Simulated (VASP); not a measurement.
A run of VASP 6.6.1:

Contents of INCAR:

```
SYSTEM = Sc2GaP3
ALGO = Normal
EDIFF = 1E-6
EDIFFG = -0.04
ENCUT = 600
GGA = PE
IBRION = 2
ISIF = 3
ISMEAR = 0
LASPH = .True.
LCHARG = .False.
LREAL = .False.
LWAVE = .False.
NELM = 80
NSW = 90
PREC = Accurate
SIGMA = 0.1
```

The input KPOINTS:

```
k-points
0
Gamma
  4 4 4
  0 0 0
```

The input POSCAR:

```
Sc2GaP3
1.0
    4.4659416470      0.0000000000      0.0000000000
    0.0000000000      4.4659416470      0.0000000000
    0.0000000000      0.0000000000      6.3749824333
Sc Ga P
2 1 3
Direct
    0.5000000000      0.5000000000      0.2592751393
    0.5000000000      0.5000000000      0.7407248607
    0.0000000000      0.0000000000      0.0000000000
    0.5000000000      0.0000000000      0.5000000000
    0.0000000000      0.5000000000      0.5000000000
    0.0000000000      0.0000000000      0.5000000000
```

Potentials or basis: VASP PAW PBE potentials, release 64 (Sc_sv, Ga_d, P).

Run with:

```console
$ cat potpaw_PBE.64/Sc_sv/POTCAR potpaw_PBE.64/Ga_d/POTCAR potpaw_PBE.64/P/POTCAR > POTCAR
$ mpirun -np 1 vasp_std > vasp.out
```

Hardware: 1 thread of Intel Xeon 8259CL (shared host).

Question: How long does it take, and how much memory?

Answer: Run time: 3.5 min on 1 thread of Intel Xeon 8259CL (shared host), peak memory 0.28 GiB. Counts: scf iterations 39, k points 18, ion steps 4.
